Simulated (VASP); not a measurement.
A run of VASP 6.6.1 is set up as follows.

The input INCAR:

```
PREC = Accurate
ENCUT = 600
EDIFF = 1E-6
ISMEAR = -1
SIGMA = 0.1
LREAL = F
LASPH = T
NELM = 60
ALGO = Normal
ISIF = 3
LWAVE = F
LCHARG = F
GGA = PE
IBRION = 2
NSW = 32
EDIFFG = -0.005
PSTRESS = 200.0
```

The input KPOINTS:

```
Automatic mesh
0
Gamma
  18 18 10
```

POSCAR

```
Cu
1.0
    2.4741973372      0.0000000000      0.0000000000
   -1.2370986686      2.1427177480      0.0000000000
    0.0000000000      0.0000000000      4.0508729660
Cu
2
Direct
    0.3333333333      0.6666666667      0.2500000000
    0.6666666667      0.3333333333      0.7500000000
```

Potentials or basis: VASP PAW PBE potentials, release 64 (Cu).

Command:

```sh
$ cat potpaw_PBE.64/Cu/POTCAR > POTCAR
$ mpirun -np 1 vasp_std > vasp.out
```

Question: Estimate the space group after relaxing (to 0.1 Å).

Answer: P6_3/mmc (No. 194).

Question: Estimate the relaxed volume.

Answer: 10.77 Å³/atom.

Question: What does it give for the relaxed cell?

Answer: a = 2.477 Å, b = 2.477 Å, c = 4.054 Å, α = 90.00°, β = 90.00°, γ = 120.00°.

Final structure:
```
Cu
1.0
     2.47661    0.00000    0.00000
    -1.23831    2.14481    0.00000
     0.00000    0.00000    4.05444
Cu
2
Direct
  0.33333 0.66667 0.25000
  0.66667 0.33333 0.75000
```

Caveat: the cell is relaxed towards a set pressure, so the run minimises the enthalpy, not the energy.
